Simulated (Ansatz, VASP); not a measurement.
OsSe: VASP beside Ansatz

```
CELL_PARAMETERS angstrom
0.00000 2.69782 2.69782
2.69782 0.00000 2.69782
2.69782 2.69782 0.00000
ATOMIC_POSITIONS crystal
Os 0.00000 0.00000 0.00000
Se 0.25000 0.25000 0.25000
```

Alike in both runs: task single point; functional r2SCAN; k mesh 10 × 10 × 10; occupations gaussian, width 0.05 eV; collinear spin.

```csv
,VASP,Ansatz
version,VASP 6.6.1,Ansatz 0.2.0
potentials or method,"VASP PAW PBE potentials, release 64 (Os, Se), cutoff 520 eV","scalar-relativistic, plane waves, PAW"
valence electrons in the cell,14,32
```

VASP gave:

* gap on the k mesh at the Fermi level (eV): none
* pressure (GPa): 7.8
* net moment per atom (μB): 0.06
* size of the moment on the site where the two differ most (μB): 0.11

Which values does Ansatz return?

gap on the k mesh at the Fermi level (eV): none; pressure (GPa): 6.9; net moment per atom (μB): 0.06; size of the moment on the site where the two differ most (μB): 0.09.

VASP's potentials were made for PBE, not for r2SCAN. Site moments also hang on the region over which each program counts them. A gap of «none» marks a metal or a gap that the smearing closes. VASP's potentials hold 14 valence electrons a cell and Ansatz's 32, so a difference there can come from the potentials and not from the codes. Ansatz's warnings: stability check not made.

Neither program's run includes spin-orbit coupling.
